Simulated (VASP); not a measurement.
As: single point with RPBE

Crystal: As.

```
CELL_PARAMETERS angstrom
2.95375 0.00000 0.00000
-1.47687 2.55802 0.00000
0.00000 0.00000 10.00942
ATOMIC_POSITIONS crystal
As 0.00000 0.00000 0.00000
As 0.00000 0.00000 0.50000
As 0.33333 0.66667 0.25000
As 0.66667 0.33333 0.75000
```

This cell differs from its parent crystal: volume scaled by 0.96.

```
Program                : VASP 6.6.1
Task                   : single point
Functional             : RPBE
Potentials or basis    : VASP PAW PBE potentials, release 64 (As)
Cutoff                 : 520 eV
k mesh                 : 14 × 14 × 4
Occupations            : fermi-dirac, width 0.1 eV
Spin                   : no spin polarisation
Dipole correction      : no
Further INCAR settings : ALGO = Normal; EDIFF = 1e-07; NBANDS = 18
```

```
Pressure               : 3.2 GPa
Band gap on the k mesh : zero (band 10 reaches 11.90 eV, above the bottom of band 11 at 4.06 eV)
```

Stress tensor (GPa, compression positive):
```
3.04 0.00 0.00
0.00 3.04 0.00
0.00 0.00 3.63
```

Levels at points of the mesh, in eV from the Fermi level:
```
           k point  band 6  band 7  band 8  band 9  band 10  band 11  band 12  band 13  band 14  band 15
(0.00, 0.00, 0.00)   -1.50   -1.49    4.46    4.46     5.12     5.12     5.19     5.19     5.26     6.01
(0.50, 0.00, 0.00)   -6.33   -4.76   -4.25   -2.08    -1.19     0.83     1.78     2.06     2.08     2.78
(0.00, 0.00, 0.50)   -5.09    2.61    2.61    4.65     4.65     4.65     4.65     5.73     5.73     5.73
(0.50, 0.00, 0.50)   -6.04   -5.27   -5.27   -0.59    -0.59     1.10     1.10     1.15     1.15     3.31
```

Wall time 61 s on 1 thread of Intel(R) Xeon(R) Platinum 8259CL CPU @ 2.50GHz (Skylake/Cascade Lake) (shared host), peak memory 0.24 GiB.

Caveat: the PAW data sets were made with another functional, which shifts forces and pressure a little.
